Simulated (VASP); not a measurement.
Write the native input for VASP 6.6.1 that does the following.

| Property | Result |
| --- | --- |
| Task | single point |
| Functional | r2SCAN |
| Potentials or basis | VASP PAW PBE potentials, release 64 (Ta_pv, F) |
| Cutoff | 660 eV |
| k mesh | 10 × 10 × 10 |
| Occupations | fermi-dirac, width 0.15 eV |
| Spin | no spin polarisation |
| Dipole correction | no |
| Further INCAR settings | ALGO = Normal; EDIFF = 1e-06; NBANDS = 24 |

TaF3:

```
Ta F
1.0
     4.09543    0.00000    0.00000
     0.00000    4.09543    0.00000
     0.00000    0.00000    4.09543
Ta F
1 3
Direct
  0.00000 0.00000 0.00000
  0.50000 0.00000 0.00000
  0.00000 0.50000 0.00000
  0.00000 0.00000 0.50000
```

One way to write it, as run:

POSCAR

```
TaF3
1.0
    4.0954297900      0.0000000000      0.0000000000
    0.0000000000      4.0954297900      0.0000000000
    0.0000000000      0.0000000000      4.0954297900
Ta F
1 3
Direct
    0.0000000000      0.0000000000      0.0000000000
    0.5000000000      0.0000000000      0.0000000000
    0.0000000000      0.5000000000      0.0000000000
    0.0000000000      0.0000000000      0.5000000000
```

INCAR.step1

```
SYSTEM = TaF3
PREC = Accurate
ENCUT = 660
ISMEAR = -1
SIGMA = 0.15
LREAL = .False.
LASPH = .True.
NELM = 120
NBANDS = 24
GGA = PE
ALGO = Normal
EDIFF = 1E-5
LWAVE = .True.
LCHARG = .False.
GGA_COMPAT = .False.
```

INCAR.step2

```
SYSTEM = TaF3
PREC = Accurate
ENCUT = 660
EDIFF = 1E-6
ISMEAR = -1
SIGMA = 0.15
LREAL = .False.
LASPH = .True.
NELM = 120
ALGO = Normal
ISIF = 2
LWAVE = .False.
LCHARG = .False.
METAGGA = R2SCAN
LMIXTAU = .True.
NBANDS = 24
ISTART = 1
GGA_COMPAT = .False.
```

KPOINTS

```
Automatic mesh
0
Gamma
  10 10 10
  0 0 0
```

Potentials or basis: VASP PAW PBE potentials, release 64 (Ta_pv, F).

Launch:

```console
$ cat potpaw_PBE.64/Ta_pv/POTCAR potpaw_PBE.64/F/POTCAR > POTCAR
$ cp INCAR.step1 INCAR
$ mpirun -np 1 vasp_std > vasp.out
$ cp INCAR.step2 INCAR
$ mpirun -np 1 vasp_std > vasp.out
```

It gave:

```json
{
  "Pressure": "0.2 GPa",
  "Band gap on the k mesh": "zero (band 16 reaches 4.78 eV, above the bottom of band 17 at 2.50 eV)"
}
```

Caveat: the PAW data sets were made with another functional, which shifts forces and pressure a little; spin-orbit coupling is left out, which moves the levels of the heavy elements.

Run time: 9.4 min on 1 thread of Intel Xeon 8259CL, on a shared host, peak memory 0.29 GiB.
